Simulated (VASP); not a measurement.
Write the native input for VASP 6.6.1 that does the following.

| Item | Value |
| --- | --- |
| Task | single point |
| Functional | r2SCAN |
| Potentials or basis | VASP PAW PBE potentials, release 64 (Ag) |
| Cutoff | 520 eV |
| k mesh | 18 × 18 × 10 |
| Occupations | gaussian, width 0.15 eV |
| Spin | no spin polarisation |
| Dipole correction | no |
| Further INCAR settings | ALGO = Normal; EDIFF = 1e-07; NBANDS = 18 |

The system is Ag.

```
CELL_PARAMETERS angstrom
2.93000 0.00000 0.00000
-1.46500 2.53745 0.00000
0.00000 0.00000 4.07150
ATOMIC_POSITIONS crystal
Ag 0.33333 0.66667 0.25000
Ag 0.66667 0.33333 0.75000
```

This cell differs from its parent crystal: strain -0.1500 x Voigt [0, 0, 1, 0, 0, 0].

One way to write it, as run:

POSCAR

```
Ag
1.0
    2.9299980804      0.0000000000      0.0000000000
   -1.4649990402      2.5374527707      0.0000000000
    0.0000000000      0.0000000000      4.0715000000
Ag
2
Direct
    0.3333333333      0.6666666667      0.2500000000
    0.6666666667      0.3333333333      0.7500000000
```

INCAR.step1

```
SYSTEM = Ag
  ALGO = Normal
  EDIFF = 1E-4
  ENCUT = 520
  GGA = PE
  ISMEAR = 0
  LASPH = .TRUE.
  LCHARG = .FALSE.
  LREAL = .FALSE.
  LWAVE = .TRUE.
  NBANDS = 18
  NELM = 80
  PREC = Accurate
  SIGMA = 0.15
```

INCAR.step2

```
SYSTEM = Ag
  ALGO = Normal
  EDIFF = 1E-7
  ENCUT = 520
  ISIF = 2
  ISMEAR = 0
  ISTART = 1
  LASPH = .TRUE.
  LCHARG = .FALSE.
  LMIXTAU = .TRUE.
  LREAL = .FALSE.
  LWAVE = .FALSE.
  METAGGA = R2SCAN
  NBANDS = 18
  NELM = 80
  PREC = Accurate
  SIGMA = 0.15
```

KPOINTS

```
k-points
0
G
  18 18 10
  0 0 0
```

Potentials or basis: VASP PAW PBE potentials, release 64 (Ag).

Run with:

```bash
$ cat potpaw_PBE.64/Ag/POTCAR > POTCAR
$ cp INCAR.step1 INCAR
$ mpirun -np 1 vasp_std > vasp.out
$ cp INCAR.step2 INCAR
$ mpirun -np 1 vasp_std > vasp.out
```

Results of the run:

```yaml
Pressure: 25.7 GPa
Band_gap_on_the_k_mesh: zero (bands 11 and 12 overlap by 7.62 eV)
```

Caveat: the cell differs from its parent crystal (strain -0.1500 x Voigt [0, 0, 1, 0, 0, 0]); the cell stands under pressure; the PAW data sets were made with another functional, which shifts forces and pressure a little.

Run time: 2.2 min on 1 thread of Intel(R) Xeon(R) 6975P-C (Granite Rapids), on a shared host, peak memory 0.23 GiB.
